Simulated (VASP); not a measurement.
The system is N.

```
CELL_PARAMETERS angstrom
4.08406 0.00000 0.00000
0.00000 4.08406 0.00000
0.00000 0.00000 5.34591
ATOMIC_POSITIONS crystal
N 0.90428 0.90428 0.00000
N 0.59572 0.40428 0.50000
N 0.09572 0.09572 0.00000
N 0.40428 0.59572 0.50000
```

- Program: VASP 6.6.1
- Task: relaxation of cell and atoms
- Functional: PBE
- Dispersion: D3(BJ)
- Potentials or basis: VASP PAW PBE potentials, release 64 (N)
- Cutoff: 600 eV
- k mesh: 6 × 6 × 4
- Occupations: fermi-dirac, width 0.02 eV
- Spin: no spin polarisation

At the start: pressure 1.1 GPa; volume 22.29 Å³/atom.

Question: How do energy, volume and symmetry change on relaxing?

Answer: Over 12 steps the energy falls by 2.6 meV/atom and the volume is 20.95 Å³/atom (-6.0 %); space group P4_2/mnm (No. 136, to 0.1 Å) before and after.

Step by step:
```
step  energy change (eV)  largest force (eV/Å)  pressure (GPa)  volume (Å³)
   1              0.0000                1.0035            1.12        89.17
   2              1.2635               10.5732          -15.20        91.18
   3             -0.0061                0.1650           -0.42        89.29
   4             -0.0063                0.0159           -0.22        89.27
   5             -0.0063                0.0117           -0.18        89.26
   6             -0.0063                0.0279           -0.16        89.26
   7             -0.0066                0.0274           -0.16        89.01
   8             -0.0075                0.0249           -0.14        88.25
   9             -0.0090                0.0260           -0.09        86.75
  10             -0.0103                0.0526            0.06        83.79
  11              0.0022                1.3417           -1.90        83.50
  12             -0.0103                0.0016           -0.01        83.78
```

Final structure:
```
N
1.0
     3.99576    0.00000    0.00000
     0.00000    3.99576    0.00000
     0.00000    0.00000    5.24738
N
4
Direct
  0.90161 0.90161 0.00000
  0.59839 0.40161 0.50000
  0.09839 0.09839 0.00000
  0.40161 0.59839 0.50000
```

Caveat: the standard files for N, O and F lose accuracy on very short bonds.
